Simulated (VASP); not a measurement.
A run of VASP 6.6.1 is set up as follows.

File INCAR:

```
ALGO = Normal ; EDIFF = 1E-6
ENCUT = 520 ; GGA = PE
ISIF = 2 ; ISMEAR = 0
LASPH = True ; LCHARG = False
LREAL = False ; LWAVE = False
NBANDS = 31 ; NELM = 100
PREC = Accurate ; SIGMA = 0.05
```

Contents of KPOINTS:

```
k-points
0
Gamma
  6 6 4
```

POSCAR

```
HfO2
1.0
    3.6043047991      0.0000000000      0.0000000000
    0.0000000000      3.6043047991      0.0000000000
    0.0000000000      0.0000000000      5.2639673039
Hf O
2 4
Direct
    0.5000000000      0.5000000000      0.5000000000
    0.0000000000      0.0000000000      0.0000000000
    0.0000000000      0.5000000000      0.7074999021
    0.5000000000      0.0000000000      0.7925000979
    0.5000000000      0.0000000000      0.2925000979
    0.0000000000      0.5000000000      0.2074999021
```

Potentials or basis: VASP PAW PBE potentials, release 64 (Hf_pv, O).

Launch:

```sh
$ cat potpaw_PBE.64/Hf_pv/POTCAR potpaw_PBE.64/O/POTCAR > POTCAR
$ mpirun -np 1 vasp_std > vasp.out
```

(1) What does it give for the largest force?

(2) What does it give for the pressure?

Results:

(1) 0.367 eV/Å.

(2) -6.6 GPa.

Caveat: the cell differs from its parent crystal (mode 10 (309.8 1/cm) frozen in, largest displacement -0.075 Å).
